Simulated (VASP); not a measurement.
# Nb (Im-3m) in VASP: a series of runs, part 2 of 2

VASP 6.6.1. Earlier steps stand in the parts before.

### Step 4. Single point, PBEsol

Input file INCAR:

```
PREC     = Accurate       # precision mode
ENCUT    = 520            # plane-wave cutoff, eV
EDIFF    = 1E-6           # SCF threshold, eV
ISMEAR   = 1              # smearing method
SIGMA    = 0.1            # smearing width, eV
LREAL    = Auto         
LASPH    = T              # aspherical terms in the spheres
NELM     = 60             # most SCF steps
ALGO     = Normal         # electronic algorithm
ISIF     = 2              # what is computed and relaxed
LWAVE    = F              # write WAVECAR
LCHARG   = F              # write CHGCAR
GGA      = PS             # functional
NBANDS   = 230            # bands
```

Input file KPOINTS:

```
regular mesh
0
Gamma
  2 2 2
```

Input file POSCAR:

```
Nb
1.0
    0.0000000000      6.6171497896      6.6171497896
    6.6171497896      0.0000000000      6.6171497896
    6.6171497896      6.6171497896      0.0000000000
Nb
32
Direct
    0.0000000000      0.0000000000      0.0000000000
    0.1250000000      0.1250000000      0.1250000000
    0.2500000000      0.2500000000      0.2500000000
    0.3750000000      0.3750000000      0.3750000000
    0.0000000000      0.0000000000      0.5000000000
    0.1250000000      0.1250000000      0.6250000000
    0.2500000000      0.2500000000      0.7500000000
    0.3750000000      0.3750000000      0.8750000000
    0.0000000000      0.5000000000      0.0000000000
    0.1250000000      0.6250000000      0.1250000000
    0.2500000000      0.7500000000      0.2500000000
    0.3750000000      0.8750000000      0.3750000000
    0.0000000000      0.5000000000      0.5000000000
    0.1250000000      0.6250000000      0.6250000000
    0.2500000000      0.7500000000      0.7500000000
    0.3750000000      0.8750000000      0.8750000000
    0.5000000000      0.0000000000      0.0000000000
    0.6250000000      0.1250000000      0.1250000000
    0.7500000000      0.2500000000      0.2500000000
    0.8750000000      0.3750000000      0.3750000000
    0.5000000000      0.0000000000      0.5000000000
    0.6250000000      0.1250000000      0.6250000000
    0.7500000000      0.2500000000      0.7500000000
    0.8750000000      0.3750000000      0.8750000000
    0.5000000000      0.5000000000      0.0000000000
    0.6250000000      0.6250000000      0.1250000000
    0.7500000000      0.7500000000      0.2500000000
    0.8750000000      0.8750000000      0.3750000000
    0.5000000000      0.5000000000      0.5000000000
    0.6250000000      0.6250000000      0.6250000000
    0.7500000000      0.7500000000      0.7500000000
    0.8750000000      0.8750000000      0.8750000000
```

Potentials or basis: VASP PAW PBE potentials, release 64 (Nb_sv).

Command:

```
$ cat potpaw_PBE.64/Nb_sv/POTCAR > POTCAR
$ mpirun -np 1 vasp_std > vasp.out
```

OUTCAR:

```text
PREC = Accurate
   ENCUT = 520
   EDIFF = 1E-6
   ISMEAR = 1
   LREAL = Auto
   LASPH = T
   NELM = 60
   ISIF = 2
   GGA = PS

 ion  position               nearest neighbor table
   1  0.000  0.000  0.000-   2 2.87  32 2.87  10 2.87  16 2.87  18 2.87  24 2.87  28 2.87   6 2.87

   2  0.125  0.125  0.125-   1 2.87   3 2.87   5 2.87   7 2.87   9 2.87  11 2.87  17 2.87  19 2.87

   3  0.250  0.250  0.250-   2 2.87   4 2.87   6 2.87   8 2.87  10 2.87  12 2.87  18 2.87  20 2.87
[... 55 lines left out ...]
  31  0.750  0.750  0.750-  30 2.87  32 2.87  22 2.87  24 2.87  26 2.87  28 2.87  14 2.87  16 2.87

  32  0.875  0.875  0.875-   1 2.87  31 2.87   9 2.87  15 2.87  17 2.87  23 2.87  27 2.87   5 2.87

  LATTYP: Found a face centered cubic cell.
 ALAT       =    13.2342995792

  Lattice vectors:

 A1 = (   0.0000000000,   6.6171497896,   6.6171497896)
 A2 = (   6.6171497896,   0.0000000000,   6.6171497896)
 A3 = (   6.6171497896,   6.6171497896,   0.0000000000)

Analysis of symmetry for initial positions (statically):
=====================================================================
[... 175 lines left out ...]

 k-point     1 :       0.0000    0.0000    0.0000
  band No.  band energies     occupation
      1     -43.3045      2.00000
      2     -43.1450      2.00000
      3     -43.1450      2.00000
      4     -43.1450      2.00000
      5     -43.1450      2.00000
      6     -43.1450      2.00000
[... 658 lines left out ...]
    219      11.7927     -0.00000
    220      11.7927     -0.00000
 [bands above 220 left out]

------------------------ aborting loop because EDIFF is reached ----------------------------------------

  FORCE on cell =-STRESS in cart. coord.  units (eV):
  Direction    XX          YY          ZZ          XY          YZ          ZX
  --------------------------------------------------------------------------------------
  -------------------------------------------------------------------------------------
  Total      -23.3530787    -23.3530787    -23.3530787      0.0000000      0.0000000     -0.0000000
  in kB      -64.5671820    -64.5671820    -64.5671820      0.0000000      0.0000000     -0.0000000
  external PRESSURE =     -64.5671820 kB  Pullay stress =       0.0000000 kB

 VOLUME and BASIS-vectors are now :
 -----------------------------------------------------------------------------
  energy-cutoff  :      520.00
  volume of cell :      579.49
      direct lattice vectors                 reciprocal lattice vectors
     0.000000000  6.617149790  6.617149790    -0.075561233  0.075561233  0.075561233
     6.617149790  0.000000000  6.617149790     0.075561233 -0.075561233  0.075561233
     6.617149790  6.617149790  0.000000000     0.075561233  0.075561233 -0.075561233

 POSITION                                       TOTAL-FORCE (eV/Angst)
 -----------------------------------------------------------------------------------
      0.00000      0.00000      0.00000         0.000000      0.000000      0.000000
      1.65429      1.65429      1.65429         0.000000      0.000000     -0.000000
      3.30857      3.30857      3.30857        -0.000000     -0.000000      0.000000
      4.96286      4.96286      4.96286         0.000000     -0.000000      0.000000
      3.30857      3.30857      0.00000        -0.000000     -0.000000     -0.000000
      4.96286      4.96286      1.65429        -0.000000      0.000000      0.000000
[... 24 lines left out ...]
      9.92572      9.92572      9.92572         0.000000      0.000000      0.000000
     11.58001     11.58001     11.58001         0.000000      0.000000     -0.000000
 -----------------------------------------------------------------------------------
    total drift:                                0.000000      0.000000      0.000000

  FREE ENERGIE OF THE ION-ELECTRON SYSTEM (eV)
  ---------------------------------------------------
  free  energy   TOTEN  =      -350.3603957433 eV

  energy  without entropy=     -350.3156097974  energy(sigma->0) =     -350.34546709
```

OSZICAR:

```text
N       E                     dE             d eps       ncg     rms          rms(c)
DAV:   1     0.634218327107E+04    0.63422E+04   -0.22832E+05  1380   0.193E+03
DAV:   2     0.274104293411E+03   -0.60681E+04   -0.59825E+04  1534   0.852E+02
DAV:   3    -0.293452664730E+03   -0.56756E+03   -0.55029E+03  2184   0.175E+02
DAV:   4    -0.359904699636E+03   -0.66452E+02   -0.62583E+02  2288   0.525E+01
DAV:   5    -0.365581433132E+03   -0.56767E+01   -0.53747E+01  2392   0.149E+01    0.411E+01
DAV:   6    -0.351651962179E+03    0.13929E+02   -0.34090E+01  1944   0.173E+01    0.137E+01
DAV:   7    -0.350142817967E+03    0.15091E+01   -0.11058E+01  2008   0.888E+00    0.590E+00
DAV:   8    -0.350345796158E+03   -0.20298E+00   -0.12971E+00  2104   0.306E+00    0.941E-01
DAV:   9    -0.350360543455E+03   -0.14747E-01   -0.93545E-02  2016   0.913E-01    0.304E-01
DAV:  10    -0.350360517244E+03    0.26211E-04   -0.10237E-02  2080   0.211E-01    0.104E-01
DAV:  11    -0.350360409584E+03    0.10766E-03   -0.15641E-03  1952   0.986E-02    0.262E-02
DAV:  12    -0.350360397419E+03    0.12164E-04   -0.20082E-04  2480   0.270E-02    0.179E-02
DAV:  13    -0.350360396698E+03    0.72188E-06   -0.39993E-05  1800   0.183E-02    0.466E-03
DAV:  14    -0.350360395295E+03    0.14027E-05   -0.44800E-06  1016   0.401E-03    0.203E-03
DAV:  15    -0.350360395743E+03   -0.44836E-06   -0.66042E-07   912   0.281E-03
   1 F= -.35036040E+03 E0= -.35034547E+03  d E =-.447859E-01
```

stdout:

```text
POSCAR found type information on POSCAR Nb
 POSCAR found :  1 types and      32 ions
 scaLAPACK will be used
 -----------------------------------------------------------------------------
|                                                                             |
|                                                                             |
|     You enforced a specific xc type in the INCAR file but a different       |
|     I HOPE YOU KNOW WHAT YOU ARE DOING!                                     |
|                                                                             |
 -----------------------------------------------------------------------------

 LDA part: xc-table for (Slater+PW92), standard interpolation
 POSCAR, INCAR and KPOINTS ok, starting setup
 FFT: planning ... GRIDC
 FFT: planning ... GRID_SOFT
 FFT: planning ... GRID
 WAVECAR not read
 entering main loop
```

Run time: 18 min. Hardware: 1 thread of AMD EPYC 7R13 (Zen 3), shared host; peak memory 0.77 GiB.

What came out:

| Quantity | Value |
| --- | --- |
| Free energy | -350.3604 eV |
| Pressure | -6.5 GPa |
| Band gap on the k mesh | zero (bands 208 and 209 overlap by 1.28 eV) |

Caveat: the k points lie up to 0.41 Å⁻¹ apart, too coarse for converged energies and pressures of a metal; the PAW data sets were made with another functional, which shifts forces and pressure a little.

### Step 5. Overview

```tsv
level	k mesh	gap on the mesh (eV)	pressure (GPa)
PBE	3 × 3 × 3	none	-0.8
PBE	2 × 2 × 2	none	-0.5
PBEsol	2 × 2 × 2	none	-6.5
```

Alike in all rows: task single point; potentials or basis VASP PAW PBE potentials, release 64 (Nb_sv); no spin polarisation; cell as given; cutoff (eV) 520; smearing methfessel-paxton 0.1 eV.

Caveats: some runs use coarse meshes; the PAW data sets were made with another functional, which shifts forces and pressure a little (at least some runs).

Total energies depend on the potentials used, so only differences within one code and one set of settings carry meaning.
